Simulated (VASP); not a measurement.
# Pt (Fm-3m) in VASP: further runs

The runs below take Pt through relaxation of cell and atoms, single point, with PBE, LDA.

Program: VASP 6.6.1. These are calculated values, not measurements. Logs are shortened: lines on timing, memory, paths and dates and some standing lists are left out, and cuts for length are marked.

### Step 1. The cell of the first run

Symmetry: Fm-3m, No. 225, cubic system. Conventional cell: a = 3.967 Å, b = 3.967 Å, c = 3.967 Å, α = 90.00°, β = 90.00°, γ = 90.00°. Pt (site symmetry m-3m) has 12 Pt at 2.81 Å within 3.7 Å.

### Step 2. Relaxation of cell and atoms, PBE

Input file INCAR:

```
SYSTEM = Pt
PREC = Accurate
ENCUT = 600
EDIFF = 1E-7
ISMEAR = 0
SIGMA = 0.1
LREAL = .False.
LASPH = .True.
NELM = 100
ALGO = Normal
ISIF = 3
LWAVE = .False.
LCHARG = .False.
GGA = PE
IBRION = 2
NSW = 100
EDIFFG = -0.005
```

Input file KPOINTS:

```
regular mesh
0
Gamma
  18 18 18
  0 0 0
```

Input file POSCAR:

```
Pt
1.0
    0.0000000000      1.9837499390      1.9837499390
    1.9837499390      0.0000000000      1.9837499390
    1.9837499390      1.9837499390      0.0000000000
Pt
1
Direct
    0.0000000000      0.0000000000      0.0000000000
```

Potentials or basis: VASP PAW PBE potentials, release 64 (Pt).

Started as:

```console
cat potpaw_PBE.64/Pt/POTCAR > POTCAR
mpirun -np 1 vasp_std > vasp.out
```

OUTCAR:

```text
SYSTEM = Pt
   PREC = Accurate
   ENCUT = 600
   EDIFF = 1E-7
   ISMEAR = 0
   LREAL = .False.
   LASPH = .True.
   NELM = 100
   ISIF = 3
   GGA = PE
   IBRION = 2
   NSW = 100
   EDIFFG = -0.005

 ion  position               nearest neighbor table
   1  0.000  0.000  0.000-

  LATTYP: Found a face centered cubic cell.
 ALAT       =     3.9674998780

  Lattice vectors:

 A1 = (   0.0000000000,   1.9837499390,   1.9837499390)
 A2 = (   1.9837499390,   0.0000000000,   1.9837499390)
 A3 = (   1.9837499390,   1.9837499390,   0.0000000000)

Analysis of symmetry for initial positions (statically):
=====================================================================
 Subroutine PRICEL returns:
 Original cell was already a primitive cell.

 Routine SETGRP: Setting up the symmetry group for a
 face centered cubic supercell.

 Subroutine GETGRP returns: Found 48 space group operations
 (whereof 48 operations were pure point group operations)
 out of a pool of 48 trial point group operations.

The static configuration has the point symmetry O_h .

Analysis of symmetry for dynamics (positions and initial velocities):
=====================================================================
 Subroutine PRICEL returns:
 Original cell was already a primitive cell.

 Routine SETGRP: Setting up the symmetry group for a
 face centered cubic supercell.

 Subroutine GETGRP returns: Found 48 space group operations
 (whereof 48 operations were pure point group operations)
 out of a pool of 48 trial point group operations.

The dynamic configuration has the point symmetry O_h .

 Subroutine INISYM returns: Found 48 space group operations
 (whereof 48 operations are pure point group operations),
 and found     1 'primitive' translations

----------------------------------------------------------------------------------------

                                     Primitive cell

  volume of cell :      15.6132

  direct lattice vectors                    reciprocal lattice vectors
     0.000000000  1.983749939  1.983749939    -0.252047897  0.252047897  0.252047897
     1.983749939  0.000000000  1.983749939     0.252047897 -0.252047897  0.252047897
[... 88 lines left out ...]
   NFREE  =      1    steps in history (QN), initial steepest desc. (CG)
   ISIF   =      3    stress and relaxation
   ISYM   =      2    0-nonsym 1-usesym 2-fastsym
   POTIM  = 0.5000    time-step for ionic-motion
   TEBEG  =    0.0;   TEEND  =   0.0 temperature during run
   PSTRESS=    0.0 pullay stress
   NELECT =      10.0000    total number of electrons
   NUPDOWN=      -1.0000    fix difference up-down
   EMIN   =  10.00;   EMAX   =-10.00  energy-range for DOS
   EFERMI =   0.00;   METHOD = LEGACY
   ISMEAR =     0;   SIGMA  =   0.10  broadening in eV -4-tet -1-fermi 0-gaus
   EFERMI_NEDOS =   21; number of points for ismear=-14 and -15
   IALGO  =     38    algorithm
   IMIX   =      4    mixing-type and parameters
     AMIX     =   0.40;   BMIX     =  1.00
     AMIX_MAG =   1.60;   BMIX_MAG =  1.00
  volume/ion in A,a.u.               =      15.61       105.36
  Fermi-wavevector in a.u.,A,eV,Ry     =   1.411165  2.666716 27.094474  1.991388
  Thomas-Fermi vector in A             =   2.533045
   LORBIT       =      0    0 simple, 1 ext, 2 COOP (PROOUT), +10 PAW based schemes
   GGA     = PE    functional components
   LHFCALC =     F    Hartree Fock is set to
   AEXX    =    0.0000 exact exchange contribution
   IVDW    =     0    specifies the selected vdW correction
   LEPSILON=     F    determine dielectric tensor
   LRPA    =     F    only Hartree local field effects (RPA)
 conjugate gradient relaxation of ions
 non-spin polarized calculation
 Gauss-broadening in eV      SIGMA  =   0.10
  energy-cutoff  :      600.00
  volume of cell :       15.61
 maximum number of plane-waves:       544
   NGX = 11   NGY = 11   NGZ = 11

--------------------------------------- Ionic step        1  -------------------------------------------

 number of electron      10.0000002 magnetization

 Free energy of the ion-electron system (eV)
  ---------------------------------------------------
  ext. energy  EPLUGINS =         0.00000000
  ---------------------------------------------------
  free energy    TOTEN  =        -6.10024242 eV

  energy without entropy =       -6.08900085  energy(sigma->0) =       -6.09462164

------------------------ aborting loop because EDIFF is reached ----------------------------------------

  FORCE on cell =-STRESS in cart. coord.  units (eV):
  Direction    XX          YY          ZZ          XY          YZ          ZX
  --------------------------------------------------------------------------------------
  -------------------------------------------------------------------------------------
  Total        0.0080554      0.0080554      0.0080554      0.0000000      0.0000000      0.0000000
  in kB        0.8266250      0.8266250      0.8266250      0.0000000      0.0000000      0.0000000
  external PRESSURE =       0.8266250 kB  Pullay stress =       0.0000000 kB
[... 57 lines left out ...]
--------------------------------------- Ionic step        3  -------------------------------------------

 number of electron      10.0000002 magnetization

 Free energy of the ion-electron system (eV)
  ---------------------------------------------------
  ext. energy  EPLUGINS =         0.00000000
  ---------------------------------------------------
  free energy    TOTEN  =        -6.10024335 eV

  energy without entropy =       -6.08899723  energy(sigma->0) =       -6.09462029

 E-fermi :  10.6049     XC(G=0): -13.2815

 val. band max:       10.6045832984   @ k =  -0.3333   0.3889   0.1111
 cond. band min:      10.6157174643   @ k =   0.4444   0.1111   0.0000
 fundamental gap:      0.0111341658
 Fermi energy:        10.6048779348

 k-point     1 :       0.0000    0.0000    0.0000
  band No.  band energies     occupation
      1       0.7765      2.00000
      2       7.0249      2.00000
      3       7.0249      2.00000
      4       7.0249      2.00000
      5       9.0585      2.00000
      6       9.0585      2.00000
      7      25.3367      0.00000
      8      30.1056      0.00000
      9      30.1056      0.00000
[... 265 lines left out ...]
 k-point    24 :      -0.2222    0.0556    0.0000
  band No.  band energies     occupation
      1       2.7660      2.00000
      2       6.5630      2.00000
      3       7.3983      2.00000
      4       7.4618      2.00000
      5       8.8824      2.00000
      6       9.5227      2.00000
      7      24.0940      0.00000
      8      27.0765      0.00000
      9      31.3049      0.00000

 [... further k-points ...]
[... 5 lines left out ...]
  --------------------------------------------------------------------------------------
  -------------------------------------------------------------------------------------
  Total        0.0011467      0.0011467      0.0011467     -0.0000000      0.0000000      0.0000000
  in kB        0.1176423      0.1176423      0.1176423     -0.0000000      0.0000000      0.0000000
  external PRESSURE =       0.1176423 kB  Pullay stress =       0.0000000 kB
[... 16 lines left out ...]
  FREE ENERGIE OF THE ION-ELECTRON SYSTEM (eV)
  ---------------------------------------------------
  free  energy   TOTEN  =        -6.1002433452 eV

  energy  without entropy=       -6.0889972298  energy(sigma->0) =       -6.09462029

 reached required accuracy - stopping structural energy minimisation
```

OSZICAR:

```text
N       E                     dE             d eps       ncg     rms          rms(c)
DAV:   1     0.412831360935E+02    0.41283E+02   -0.60560E+03  3566   0.117E+03
DAV:   2    -0.600218120198E+01   -0.47285E+02   -0.45483E+02  3674   0.197E+02
DAV:   3    -0.648109328390E+01   -0.47891E+00   -0.47226E+00  4204   0.204E+01
DAV:   4    -0.648271939068E+01   -0.16261E-02   -0.16259E-02  4024   0.124E+00
[... 17 lines left out ...]
DAV:   1    -0.610031387509E+01   -0.80092E-04   -0.16393E-03  3575   0.430E-01    0.555E-02
DAV:   2    -0.610024553607E+01    0.68339E-04   -0.21261E-04  3536   0.128E-01    0.216E-02
DAV:   3    -0.610024256813E+01    0.29679E-05   -0.17809E-05  3663   0.344E-02    0.126E-02
DAV:   4    -0.610024334191E+01   -0.77378E-06   -0.73171E-07  3882   0.684E-03    0.411E-04
DAV:   5    -0.610024334524E+01   -0.33319E-08   -0.96138E-09  1802   0.932E-04
   3 F= -.61002433E+01 E0= -.60946203E+01  d E =-.921551E-06
```

CONTCAR:

```text
Pt
   1.00000000000000
    -0.0000000000000000    1.9839296416317598    1.9839296416317598
     1.9839296416317598    0.0000000000000000    1.9839296416317598
     1.9839296416317598    1.9839296416317598    0.0000000000000000
  Pt
     1
Direct
     0.0000000000000000    0.0000000000000000    0.0000000000000000

  0.00000000E+00  0.00000000E+00  0.00000000E+00
```

Run time: 79 s. Hardware: 1 thread of Intel Xeon 8259CL, shared host; peak memory 0.17 GiB.

What came out:

```yaml
Free_energy: -6.1002 eV
Relaxed_volume: 15.62 Å³/atom
Relaxed_cell: a = 2.806 Å, b = 2.806 Å, c = 2.806 Å, α = 60.00°, β = 60.00°, γ = 60.00°
Space_group_after_relaxing_to_0.1_Å: Fm-3m (No. 225)
Energy_gained_by_relaxing: 0.0 meV/atom
Ionic_steps: 3
Pressure_after_relaxing: 0.0 GPa
Band_gap_on_the_k_mesh: zero (bands 5 and 6 overlap by 2.10 eV)
```

Final structure:
```cif
data_structure
_symmetry_space_group_name_H-M 'P 1'
_symmetry_Int_Tables_number 1
_cell_length_a 2.8057
_cell_length_b 2.8057
_cell_length_c 2.8057
_cell_angle_alpha 60.000
_cell_angle_beta 60.000
_cell_angle_gamma 60.000
_cell_volume 15.62
loop_
_atom_site_label
_atom_site_type_symbol
_atom_site_fract_x
_atom_site_fract_y
_atom_site_fract_z
_atom_site_occupancy
Pt1 Pt 0.00000 0.00000 0.00000 1
```

Caveat: spin-orbit coupling is left out, which moves the levels of the heavy elements.

### Step 3. Single point, LDA (strained)

Input file INCAR:

```
PREC = Accurate
ENCUT = 520
EDIFF = 1E-6
ISMEAR = 0
SIGMA = 0.1
LREAL = F
LASPH = T
NELM = 80
ALGO = Normal
ISIF = 2
LWAVE = F
LCHARG = T
LELF = T
LVHAR = T
NBANDS = 11
```

Input file KPOINTS:

```
regular mesh
0
Gamma
  18 18 18
```

Input file POSCAR:

```
Pt
1.0
    0.0000000000      2.0135435180      2.0135435180
    2.0135435180      0.0000000000      2.0135435180
    2.0135435180      2.0135435180      0.0000000000
Pt
1
Direct
    0.0000000000      0.0000000000      0.0000000000
```

Potentials or basis: VASP PAW LDA potentials, release 64 (Pt).

Started as:

```console
cat potpaw_LDA.64/Pt/POTCAR > POTCAR
mpirun -np 1 vasp_std > vasp.out
```

OUTCAR:

```text
PREC = Accurate
   ENCUT = 520
   EDIFF = 1E-6
   ISMEAR = 0
   LREAL = F
   LASPH = T
   NELM = 80
   ISIF = 2

 ion  position               nearest neighbor table
   1  0.000  0.000  0.000-

  LATTYP: Found a face centered cubic cell.
 ALAT       =     4.0270870360

  Lattice vectors:

 A1 = (   0.0000000000,   2.0135435180,   2.0135435180)
 A2 = (   2.0135435180,   0.0000000000,   2.0135435180)
 A3 = (   2.0135435180,   2.0135435180,   0.0000000000)

Analysis of symmetry for initial positions (statically):
=====================================================================
 Subroutine PRICEL returns:
 Original cell was already a primitive cell.

 Routine SETGRP: Setting up the symmetry group for a
 face centered cubic supercell.

 Subroutine GETGRP returns: Found 48 space group operations
 (whereof 48 operations were pure point group operations)
 out of a pool of 48 trial point group operations.

The static configuration has the point symmetry O_h .

Analysis of symmetry for dynamics (positions and initial velocities):
=====================================================================
[... 160 lines left out ...]

 val. band max:        9.6457630983   @ k =   0.3889   0.1667   0.0000
 cond. band min:       9.6543778282   @ k =   0.3889   0.3333   0.0556
 fundamental gap:      0.0086147298
 Fermi energy:         9.6517097724

 k-point     1 :       0.0000    0.0000    0.0000
  band No.  band energies     occupation
      1       0.2703      2.00000
      2       6.2964      2.00000
      3       6.2964      2.00000
      4       6.2964      2.00000
      5       8.2213      2.00000
      6       8.2213      2.00000
      7      24.4701      0.00000
      8      28.9420      0.00000
      9      28.9420      0.00000
     10      28.9420      0.00000
     11      34.1136      0.00000
[... 309 lines left out ...]
 k-point    24 :      -0.2222    0.0556    0.0000
  band No.  band energies     occupation
      1       2.1911      2.00000
      2       5.8728      2.00000
      3       6.6574      2.00000
      4       6.7153      2.00000
      5       8.0573      2.00000
      6       8.6524      2.00000
      7      22.8466      0.00000
      8      26.0322      0.00000
      9      29.8209      0.00000
     10      31.4896      0.00000
     11      32.6018      0.00000

 [... further k-points ...]
[... 5 lines left out ...]
  --------------------------------------------------------------------------------------
  -------------------------------------------------------------------------------------
  Total       -2.3578273     -2.3578273     -2.3578273     -0.0000000     -0.0000000      0.0000000
  in kB     -231.3713126   -231.3713126   -231.3713126     -0.0000000     -0.0000000      0.0000000
  external PRESSURE =    -231.3713126 kB  Pullay stress =       0.0000000 kB

 VOLUME and BASIS-vectors are now :
 -----------------------------------------------------------------------------
  energy-cutoff  :      520.00
  volume of cell :       16.33
      direct lattice vectors                 reciprocal lattice vectors
     0.000000000  2.013543518  2.013543518    -0.248318447  0.248318447  0.248318447
     2.013543518  0.000000000  2.013543518     0.248318447 -0.248318447  0.248318447
     2.013543518  2.013543518  0.000000000     0.248318447  0.248318447 -0.248318447

 POSITION                                       TOTAL-FORCE (eV/Angst)
 -----------------------------------------------------------------------------------
      0.00000      0.00000      0.00000         0.000000      0.000000      0.000000
 -----------------------------------------------------------------------------------
    total drift:                               -0.000000      0.000000     -0.000000

  FREE ENERGIE OF THE ION-ELECTRON SYSTEM (eV)
  ---------------------------------------------------
  free  energy   TOTEN  =        -7.3853754390 eV

  energy  without entropy=       -7.3733322515  energy(sigma->0) =       -7.37935385
```

Wall time 71 s (1 thread of AMD EPYC 7R43 (Zen 3), shared host); peak memory 0.11 GiB.

What came out:

- Free energy: -7.3854 eV
- Pressure: -23.1 GPa
- Band gap on the k mesh: zero (bands 5 and 6 overlap by 1.93 eV)

Levels at points of the mesh, in eV from the Fermi level:
| k point | band 1 | band 2 | band 3 | band 4 | band 5 | band 6 | band 7 | band 8 | band 9 | band 10 |
| --- | --- | --- | --- | --- | --- | --- | --- | --- | --- | --- |
| (0.00, 0.00, 0.00) | -9.38 | -3.36 | -3.36 | -3.36 | -1.43 | -1.43 | 14.82 | 19.29 | 19.29 | 19.29 |
| (0.50, 0.00, 0.00) | -6.56 | -3.39 | -3.39 | -0.16 | 0.03 | 0.03 | 5.24 | 14.36 | 18.33 | 18.33 |
| (0.50, 0.50, 0.00) | -6.26 | -5.86 | 0.01 | 0.41 | 0.41 | 1.92 | 8.03 | 11.08 | 11.08 | 19.24 |

Caveat: the cell differs from its parent crystal (strained); the cell stands under tension; spin-orbit coupling is left out, which moves the levels of the heavy elements.
